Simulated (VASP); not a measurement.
# Mg (P6_3/mmc) in VASP: notebook

Mg is run at these levels: PBE, RPBE, LDA; tasks: relaxation of cell and atoms, single point.

All numbers are computed with VASP 6.6.1; they aren't measurements. Logs are shortened: lines on timing, memory, paths and dates and some standing lists are left out, and cuts for length are marked.

## Step 1: The cell of the first run

Symmetry: P6_3/mmc, No. 194, hexagonal system. The conventional cell has a = 3.209 Å, b = 3.209 Å, c = 5.210 Å, α = 90.00°, β = 90.00°, γ = 120.00°. Mg (site symmetry -6m2) has 12 Mg at 3.20 to 3.21 Å within 4.2 Å.

## Step 2: Relaxation of cell and atoms, PBE

The input, INCAR:

```
ALGO = Normal
EDIFF = 1E-7
EDIFFG = -0.01
ENCUT = 600
GGA = PE
IBRION = 2
ISIF = 3
ISMEAR = -1
LASPH = T
LCHARG = F
LREAL = F
LWAVE = F
NELM = 80
NSW = 80
PREC = Accurate
SIGMA = 0.05
```

The input, KPOINTS:

```
k-points
0
Gamma
  10 10 5
```

The input, POSCAR:

```
Mg
1.0
    3.2093000000      0.0000000000      0.0000000000
   -1.6046500000      2.7793353284      0.0000000000
    0.0000000000      0.0000000000      5.2103000000
Mg
2
Direct
    0.6666666667      0.3333333333      0.7500000000
    0.3333333333      0.6666666667      0.2500000000
```

Potentials or basis: VASP PAW PBE potentials, release 64 (Mg).

The run is started by

```bash
$ cat potpaw_PBE.64/Mg/POTCAR > POTCAR
$ mpirun -np 1 vasp_std > vasp.out
```

OUTCAR:

```text
EDIFF = 1E-7
   EDIFFG = -0.01
   ENCUT = 600
   GGA = PE
   IBRION = 2
   ISIF = 3
   ISMEAR = -1
   LASPH = T
   LREAL = F
   NELM = 80
   NSW = 80
   PREC = Accurate

 ion  position               nearest neighbor table
   1  0.667  0.333  0.750-   2 3.20   2 3.20   2 3.20   2 3.20   2 3.20   2 3.20
   2  0.333  0.667  0.250-   1 3.20   1 3.20   1 3.20   1 3.20   1 3.20   1 3.20

  LATTYP: Found a hexagonal cell.
 ALAT       =     3.2093000000
 C/A-ratio  =     1.6235004518

  Lattice vectors:

 A1 = (   3.2093000000,   0.0000000000,   0.0000000000)
 A2 = (  -1.6046500000,   2.7793353284,   0.0000000000)
 A3 = (   0.0000000000,   0.0000000000,   5.2103000000)

Analysis of symmetry for initial positions (statically):
=====================================================================
 Subroutine PRICEL returns:
 Original cell was already a primitive cell.

 Routine SETGRP: Setting up the symmetry group for a
 hexagonal supercell.

 Subroutine GETGRP returns: Found 24 space group operations
 (whereof 12 operations were pure point group operations)
 out of a pool of 24 trial point group operations.

The static configuration has the point symmetry D_3d.
 The point group associated with its full space group is D_6h.

Analysis of symmetry for dynamics (positions and initial velocities):
=====================================================================
 Subroutine PRICEL returns:
 Original cell was already a primitive cell.

 Routine SETGRP: Setting up the symmetry group for a
 hexagonal supercell.

 Subroutine GETGRP returns: Found 24 space group operations
 (whereof 12 operations were pure point group operations)
 out of a pool of 24 trial point group operations.

The dynamic configuration has the point symmetry D_3d.
 The point group associated with its full space group is D_6h.

 Subroutine INISYM returns: Found 24 space group operations
 (whereof 12 operations are pure point group operations),
 and found     1 'primitive' translations

----------------------------------------------------------------------------------------

                                     Primitive cell

  volume of cell :      46.4744

  direct lattice vectors                    reciprocal lattice vectors
     3.209300000  0.000000000  0.000000000     0.311594429  0.179899127  0.000000000
    -1.604650000  2.779335328  0.000000000     0.000000000  0.359798255  0.000000000
     0.000000000  0.000000000  5.210300000     0.000000000  0.000000000  0.191927528

  length of vectors
     3.209300000  3.209300000  5.210300000     0.359798255  0.359798255  0.191927528

  position of ions in fractional coordinates (direct lattice)
     0.666666667  0.333333333  0.750000000
     0.333333333  0.666666667  0.250000000

  ion indices of the primitive-cell ions
   primitive index   ion index
                 1           1
                 2           2

----------------------------------------------------------------------------------------

 KPOINTS: k-points

Automatic generation of k-mesh.
 Grid dimensions read from file:
 generate k-points for:   10   10    5

 Generating k-lattice:

  Cartesian coordinates                     Fractional coordinates (reciprocal lattice)
     0.031159443  0.017989913  0.000000000     0.100000000 -0.000000000  0.000000000
     0.000000000  0.035979825  0.000000000     0.000000000  0.100000000  0.000000000
     0.000000000  0.000000000  0.038385506     0.000000000  0.000000000  0.200000000

  Length of vectors
     0.035979825  0.035979825  0.038385506

  Shift w.r.t. Gamma in fractional coordinates (k-lattice)
     0.000000000  0.000000000  0.000000000

 Subroutine IBZKPT returns following result:
 ===========================================

 Found     42 irreducible k-points:

 Following reciprocal coordinates:
            Coordinates               Weight
  0.000000  0.000000  0.000000      1.000000
  0.100000  0.000000  0.000000      6.000000
  0.200000  0.000000  0.000000      6.000000
  0.300000  0.000000  0.000000      6.000000
  0.400000  0.000000  0.000000      6.000000
  0.500000  0.000000  0.000000      3.000000
[... 16 lines left out ...]
  0.300000  0.100000  0.200000     24.000000
  0.400000  0.100000  0.200000     24.000000
 [... further k-points ...]
   k-points           NKPTS =     42   k-points in BZ     NKDIM =     42   number of bands    NBANDS=      6
   number of dos      NEDOS =    301   number of ions     NIONS =      2
   total plane-waves  NPLWV =  32928
   dimension x,y,z NGX =    28 NGY =   28 NGZ =   42
   dimension x,y,z NGXF=    56 NGYF=   56 NGZF=   84
   ions per type =               2
   NGX,Y,Z   is equivalent  to a cutoff of  14.50, 14.50, 13.40 a.u.
   NGXF,Y,Z  is equivalent  to a cutoff of  29.01, 29.01, 26.80 a.u.
 SYSTEM =  unknown system
   PREC   = accura    normal or accurate (medium, high low for compatibility)
   ISTART =      0    job   : 0-new  1-cont  2-samecut
   ICHARG =      2    charge: 1-file 2-atom 10-const
   ISPIN  =      1    spin polarized calculation?
   LNONCOLLINEAR =      F non collinear calculations
   LSORBIT =      F    spin-orbit coupling
   LASPH  =      T    aspherical Exc in radial PAW
   ENCUT  =  600.0 eV  44.10 Ry    6.64 a.u.   6.41  6.41 10.41*2*pi/ulx,y,z
   NELM   =     80;   NELMIN=  2; NELMDL= -5     # of ELM steps
   EDIFF  = 0.1E-06   stopping-criterion for ELM
   LREAL  =      F    real-space projection
   EDIFFG = -.1E-01   stopping-criterion for IOM
   NSW    =     80    number of steps for IOM
   IBRION =      2    ionic relax: 0-MD 1-quasi-New 2-CG
   NFREE  =      1    steps in history (QN), initial steepest desc. (CG)
   ISIF   =      3    stress and relaxation
   ISYM   =      2    0-nonsym 1-usesym 2-fastsym
   POTIM  = 0.5000    time-step for ionic-motion
   TEBEG  =    0.0;   TEEND  =   0.0 temperature during run
   PSTRESS=    0.0 pullay stress
   NELECT =       4.0000    total number of electrons
   NUPDOWN=      -1.0000    fix difference up-down
   EMIN   =  10.00;   EMAX   =-10.00  energy-range for DOS
   EFERMI =   0.00;   METHOD = LEGACY
   ISMEAR =    -1;   SIGMA  =   0.05  broadening in eV -4-tet -1-fermi 0-gaus
   EFERMI_NEDOS =   21; number of points for ismear=-14 and -15
   IALGO  =     38    algorithm
   IMIX   =      4    mixing-type and parameters
     AMIX     =   0.40;   BMIX     =  1.00
     AMIX_MAG =   1.60;   BMIX_MAG =  1.00
  volume/ion in A,a.u.               =      23.24       156.81
  Fermi-wavevector in a.u.,A,eV,Ry     =   0.722809  1.365911  7.108401  0.522453
  Thomas-Fermi vector in A             =   1.812866
   LORBIT       =      0    0 simple, 1 ext, 2 COOP (PROOUT), +10 PAW based schemes
   GGA     = PE    functional components
   LHFCALC =     F    Hartree Fock is set to
   AEXX    =    0.0000 exact exchange contribution
   IVDW    =     0    specifies the selected vdW correction
   LEPSILON=     F    determine dielectric tensor
   LRPA    =     F    only Hartree local field effects (RPA)
 conjugate gradient relaxation of ions
 non-spin polarized calculation
  energy-cutoff  :      600.00
  volume of cell :       46.47
 maximum number of plane-waves:      1578
 NGX is ok and might be reduce to    28
   NGX = 13   NGY = 13   NGZ = 21

--------------------------------------- Ionic step        1  -------------------------------------------

 number of electron       4.0000000 magnetization

 Free energy of the ion-electron system (eV)
  ---------------------------------------------------
  ext. energy  EPLUGINS =         0.00000000
  ---------------------------------------------------
  free energy    TOTEN  =        -3.00654695 eV

  energy without entropy =       -2.99463730  energy(sigma->0) =       -3.00059212

------------------------ aborting loop because EDIFF is reached ----------------------------------------

  FORCE on cell =-STRESS in cart. coord.  units (eV):
  Direction    XX          YY          ZZ          XY          YZ          ZX
  --------------------------------------------------------------------------------------
  -------------------------------------------------------------------------------------
  Total       -0.2560539     -0.2560539      0.0813083      0.0000000     -0.0000000      0.0000000
  in kB       -8.8273003     -8.8273003      2.8030546      0.0000000     -0.0000000      0.0000000
  external PRESSURE =      -4.9505153 kB  Pullay stress =       0.0000000 kB

 VOLUME and BASIS-vectors are now :
 -----------------------------------------------------------------------------
  energy-cutoff  :      600.00
  volume of cell :       46.47
      direct lattice vectors                 reciprocal lattice vectors
     3.209300000  0.000000000  0.000000000     0.311594429  0.179899127  0.000000000
    -1.604650000  2.779335328  0.000000000     0.000000000  0.359798255  0.000000000
     0.000000000  0.000000000  5.210300000     0.000000000  0.000000000  0.191927528
[... 145 lines left out ...]
 POSITION                                       TOTAL-FORCE (eV/Angst)
 -----------------------------------------------------------------------------------
      1.57674      0.91033      3.95969        -0.000000      0.000000      0.000000
     -0.00000      1.82066      1.31990         0.000000     -0.000000     -0.000000
 -----------------------------------------------------------------------------------
    total drift:                                0.000000     -0.000000      0.000000

  FREE ENERGIE OF THE ION-ELECTRON SYSTEM (eV)
  ---------------------------------------------------
  free  energy   TOTEN  =        -3.0119459231 eV

  energy  without entropy=       -3.0035635480  energy(sigma->0) =       -3.00775474

--------------------------------------- Ionic step        6  -------------------------------------------

 number of electron       4.0000000 magnetization

 Free energy of the ion-electron system (eV)
  ---------------------------------------------------
  ext. energy  EPLUGINS =         0.00000000
  ---------------------------------------------------
  free energy    TOTEN  =        -3.01237608 eV

  energy without entropy =       -3.00377260  energy(sigma->0) =       -3.00807434

 E-fermi :   2.6876     XC(G=0):  -8.4949

 val. band max:        2.6242053069   @ k =   0.3000   0.3000   0.4000
 cond. band min:       2.7014024722   @ k =   0.4000   0.1000   0.4000
 fundamental gap:      0.0771971653
 Fermi energy:         2.6875669644

 k-point     1 :       0.0000    0.0000    0.0000
  band No.  band energies     occupation
      1      -4.2970      2.00000
      2       0.8096      2.00000
      3       1.1295      2.00000
      4      13.8978      0.00000
      5      13.8978      0.00000
      6      14.0853      0.00000

 k-point     2 :       0.1000    0.0000    0.0000
  band No.  band energies     occupation
      1      -4.0961      2.00000
      2       0.9937      2.00000
      3       1.3252      2.00000
      4      11.0673      0.00000
      5      12.4901      0.00000
      6      13.1993      0.00000
[... 181 lines left out ...]
 k-point    23 :       0.3000    0.1000    0.2000
  band No.  band energies     occupation
      1      -1.5093      2.00000
      2       1.5614      2.00000
      3       4.1859      0.00000
      4       5.7300      0.00000
      5       7.0759      0.00000
      6       8.3859      0.00000

 k-point    24 :       0.4000    0.1000    0.2000
  band No.  band energies     occupation
      1       0.0350      2.00000
      2       1.8702      2.00000
      3       3.2122      0.00006
      4       4.9790      0.00000
      5       6.8928      0.00000
      6       7.9293      0.00000

 [... further k-points ...]

------------------------ aborting loop because EDIFF is reached ----------------------------------------

  FORCE on cell =-STRESS in cart. coord.  units (eV):
  Direction    XX          YY          ZZ          XY          YZ          ZX
  --------------------------------------------------------------------------------------
  -------------------------------------------------------------------------------------
  Total        0.0054287      0.0054287      0.0039302      0.0000000     -0.0000000      0.0000000
  in kB        0.1896925      0.1896925      0.1373307      0.0000000     -0.0000000      0.0000000
  external PRESSURE =       0.1722386 kB  Pullay stress =       0.0000000 kB

 VOLUME and BASIS-vectors are now :
 -----------------------------------------------------------------------------
  energy-cutoff  :      600.00
  volume of cell :       45.85
      direct lattice vectors                 reciprocal lattice vectors
     3.163858943  0.000000000  0.000000000     0.316069717  0.182482936  0.000000000
    -1.581929471  2.739982218  0.000000000    -0.000000000  0.364965872  0.000000000
    -0.000000000 -0.000000000  5.289247309    -0.000000000 -0.000000000  0.189062818

 POSITION                                       TOTAL-FORCE (eV/Angst)
 -----------------------------------------------------------------------------------
      1.58193      0.91333      3.96694         0.000000     -0.000000      0.000000
     -0.00000      1.82665      1.32231        -0.000000      0.000000     -0.000000
 -----------------------------------------------------------------------------------
    total drift:                                0.000000     -0.000000      0.000000

  FREE ENERGIE OF THE ION-ELECTRON SYSTEM (eV)
  ---------------------------------------------------
  free  energy   TOTEN  =        -3.0123760779 eV

  energy  without entropy=       -3.0037726047  energy(sigma->0) =       -3.00807434

 reached required accuracy - stopping structural energy minimisation
```

It took 1.9 min on 1 thread of AMD EPYC 7R13, shared host; peak memory 0.16 GiB.

What came out:

```
Free energy                            : -3.0124 eV
Relaxed volume                         : 22.93 Å³/atom
Relaxed cell                           : a = 3.164 Å, b = 3.164 Å, c = 5.289 Å, α = 90.00°, β = 90.00°, γ = 120.00°
Space group after relaxing (to 0.05 Å) : P6_3/mmc (No. 194)
Energy gained by relaxing              : 2.9 meV/atom
Ionic steps                            : 6
Pressure after relaxing                : 0.0 GPa
Band gap on the k mesh                 : zero (band 2 reaches 3.21 eV, above the bottom of band 3 at 1.13 eV)
```

The path:
| step | energy change (eV) | largest force (eV/Å) | pressure (GPa) | volume (Å³) |
| --- | --- | --- | --- | --- |
| 1 | 0.0000 | 0.0000 | -0.50 | 46.47 |
| 2 | -0.0028 | 0.0000 | -0.12 | 45.99 |
| 3 | -0.0044 | 0.0000 | 0.44 | 45.33 |
| 4 | -0.0054 | 0.0000 | 0.32 | 45.49 |
| 5 | -0.0054 | 0.0000 | 0.33 | 45.47 |
| 6 | -0.0058 | 0.0000 | 0.02 | 45.85 |

Final structure:
```cif
data_structure
_symmetry_space_group_name_H-M 'P 1'
_symmetry_Int_Tables_number 1
_cell_length_a 3.1639
_cell_length_b 3.1639
_cell_length_c 5.2892
_cell_angle_alpha 90.000
_cell_angle_beta 90.000
_cell_angle_gamma 120.000
_cell_volume 45.85
loop_
_atom_site_label
_atom_site_type_symbol
_atom_site_fract_x
_atom_site_fract_y
_atom_site_fract_z
_atom_site_occupancy
Mg1 Mg 0.66667 0.33333 0.75000 1
Mg2 Mg 0.33333 0.66667 0.25000 1
```

## Step 3: Relaxation of cell and atoms, RPBE

The input, INCAR:

```
SYSTEM = Mg
PREC = Accurate
ENCUT = 600
EDIFF = 1E-6
ISMEAR = -1
SIGMA = 0.05
LREAL = .FALSE.
LASPH = .TRUE.
NELM = 80
ALGO = Normal
ISIF = 3
LWAVE = .FALSE.
LCHARG = .FALSE.
GGA = RP
IBRION = 2
NSW = 80
EDIFFG = -0.005
```

The input, KPOINTS:

```
regular mesh
0
G
  10 10 5
  0 0 0
```

POSCAR is that of step 2.

Potentials or basis: VASP PAW PBE potentials, release 64 (Mg).

The run is started by

```bash
$ cat potpaw_PBE.64/Mg/POTCAR > POTCAR
$ mpirun -np 1 vasp_std > vasp.out
```

Run time: 1.7 min. Hardware: 1 thread of AMD EPYC 7R13, shared host; peak memory 0.16 GiB.

Results (log left out):

```yaml
Free_energy: -2.6819 eV
Relaxed_volume: 23.65 Å³/atom
Relaxed_cell: a = 3.197 Å, b = 3.197 Å, c = 5.344 Å, α = 90.00°, β = 90.00°, γ = 120.00°
Space_group_after_relaxing_to_0.05_Å: P6_3/mmc (No. 194)
Energy_gained_by_relaxing: 3.0 meV/atom
Ionic_steps: 7
Pressure_after_relaxing: 0.0 GPa
Band_gap_on_the_k_mesh: zero (band 2 reaches 3.14 eV, above the bottom of band 3 at 1.11 eV)
```

The path:
```tsv
step	energy change (eV)	largest force (eV/Å)	pressure (GPa)	volume (Å³)
1	0.0000	0.0000	0.57	46.47
2	-0.0028	0.0000	0.16	47.03
3	-0.0030	0.0000	-0.78	48.42
4	-0.0044	0.0000	-0.31	47.70
5	-0.0058	0.0000	-0.24	47.62
6	-0.0058	0.0000	-0.23	47.61
7	-0.0060	0.0000	-0.03	47.31
```

Final structure:
```yaml
crystal:
  lattice:
    - [3.19718, 0.00000, 0.00000]
    - [-1.59859, 2.76884, 0.00000]
    - [0.00000, 0.00000, 5.34427]
  atoms:
    - { symbol: Mg, position: [0.66667, 0.33333, 0.75000] }
    - { symbol: Mg, position: [0.33333, 0.66667, 0.25000] }
```

Levels at points of the mesh, in eV from the Fermi level:
```csv
k point,band 1,band 2,band 3,band 4,band 5,band 6
"(0.00, 0.00, 0.00)",-6.85,-1.85,-1.53,11.04,11.04,11.20
"(0.50, 0.00, 0.00)",-2.08,-2.04,2.54,2.88,2.98,3.46
```

Caveat: the PAW data sets were made with another functional, which shifts forces and pressure a little.

## Step 4: Single point, LDA (volume scaled by 0.94)

The input, INCAR:

```
PREC     = Accurate       # precision mode
ENCUT    = 520            # plane-wave cutoff, eV
EDIFF    = 1E-6           # SCF threshold, eV
ISMEAR   = -1             # smearing method
SIGMA    = 0.05           # smearing width, eV
LREAL    = False          # projectors in reciprocal space
LASPH    = True           # aspherical terms in the spheres
NELM     = 60             # most SCF steps
ALGO     = Normal         # electronic algorithm
ISIF     = 2              # what is computed and relaxed
LWAVE    = False          # write WAVECAR
LCHARG   = False          # write CHGCAR
NBANDS   = 9              # bands
```

The input, KPOINTS:

```
Automatic mesh
0
Gamma
  10 10 5
```

The input, POSCAR:

```
Mg
1.0
    3.1437856987      0.0000000000      0.0000000000
   -1.5718928494      2.7225982792      0.0000000000
    0.0000000000      0.0000000000      5.1039375022
Mg
2
Direct
    0.6666666667      0.3333333333      0.7500000000
    0.3333333333      0.6666666667      0.2500000000
```

Potentials or basis: VASP PAW LDA potentials, release 64 (Mg).

The run is started by

```bash
$ cat potpaw_LDA.64/Mg/POTCAR > POTCAR
$ mpirun -np 1 vasp_std > vasp.out
```

Wall time 16 s (1 thread of AMD EPYC 9R45, shared host); peak memory 0.12 GiB.

The run converged. Its results:

```
Free energy            : -3.6133 eV
Pressure               : -0.7 GPa
Band gap on the k mesh : zero (band 2 reaches 3.40 eV, above the bottom of band 3 at 1.46 eV)
```

Stress tensor (GPa, compression positive):
```
-1.07  0.00  0.00
 0.00 -1.07  0.00
 0.00  0.00  0.12
```

Levels at points of the mesh, in eV from the Fermi level:
```tsv
k point	band 1	band 2	band 3	band 4	band 5	band 6
(0.00, 0.00, 0.00)	-7.16	-1.76	-1.30	11.16	11.16	11.30
(0.50, 0.00, 0.00)	-2.23	-2.21	2.70	3.06	3.35	3.77
```

Caveat: the cell differs from its parent crystal (volume scaled by 0.94).

(Part 1 of 2 ends here.)
